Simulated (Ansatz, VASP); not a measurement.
## Two plane-wave programs on Lu3AlAs4

Contents of INCAR:

```
  PREC = Accurate
  ENCUT = 520
  EDIFF = 1E-7
  ISMEAR = -1
  SIGMA = 0.02
  LREAL = False
  LASPH = True
  NELM = 60
  ALGO = Normal
  ISIF = 2
  LWAVE = False
  LCHARG = False
  GGA = PE
  NBANDS = 59
```

File KPOINTS:

```
Automatic mesh
0
Gamma
  4 4 4
```

Contents of POSCAR:

```
Lu3AlAs4
1.0
    5.5294683955      0.0000000000      0.0000000000
    0.0000000000      5.5294683955      0.0000000000
    0.0000000000      0.0000000000      5.5294683955
Al As Lu
1 4 3
Direct
    0.0000000000      0.0000000000      0.0000000000
    0.5000000000      0.5000000000      0.5000000000
    0.0000000000      0.0000000000      0.5000000000
    0.0000000000      0.5000000000      0.0000000000
    0.5000000000      0.0000000000      0.0000000000
    0.5000000000      0.5000000000      0.0000000000
    0.5000000000      0.0000000000      0.5000000000
    0.0000000000      0.5000000000      0.5000000000
```

Input for Ansatz:

```yaml
crystal:
  lattice:
    - [5.5294683955, 0.0, 0.0]
    - [0.0, 5.5294683955, 0.0]
    - [0.0, 0.0, 5.5294683955]
  atoms:
    - { symbol: Al, position: [0.0, 0.0, 0.0] }
    - { symbol: As, position: [0.5, 0.5, 0.5] }
    - { symbol: Lu, position: [0.5, 0.5, 0.0] }
    - { symbol: As, position: [0.0, 0.0, 0.5] }
    - { symbol: Lu, position: [0.5, 0.0, 0.5] }
    - { symbol: As, position: [0.0, 0.5, 0.0] }
    - { symbol: Lu, position: [0.0, 0.5, 0.5] }
    - { symbol: As, position: [0.5, 0.0, 0.0] }
kpoints:
  mp_grid: { grid: [4, 4, 4] }
hamiltonian:
  xc: pbe
scf:
  occupations: { method: fermi_dirac, width: 0.02 }
  n_extra_bands: 6
output:
  forces: true
  stress: true
  eigenvalues: true
```

Alike in both runs: task single point; functional PBE; k mesh 4 × 4 × 4; occupations fermi-dirac, width 0.02 eV; no spin polarisation.

```csv
,VASP,Ansatz
version,VASP 6.6.1,Ansatz 0.2.0
potentials or method,"VASP PAW PBE potentials, release 64 (Al, As, Lu)","plane waves, PAW"
plane-wave cutoff (eV),520,420
valence electrons in the cell,98,138
```

|  | VASP | Ansatz | Ansatz less VASP |
| --- | --- | --- | --- |
| pressure (GPa) | 5.1 | 4.8 | -0.36 |

VASP's potentials hold 98 valence electrons a cell and Ansatz's 138, so a difference there can come from the potentials and not from the codes.

Neither program's run includes spin-orbit coupling.
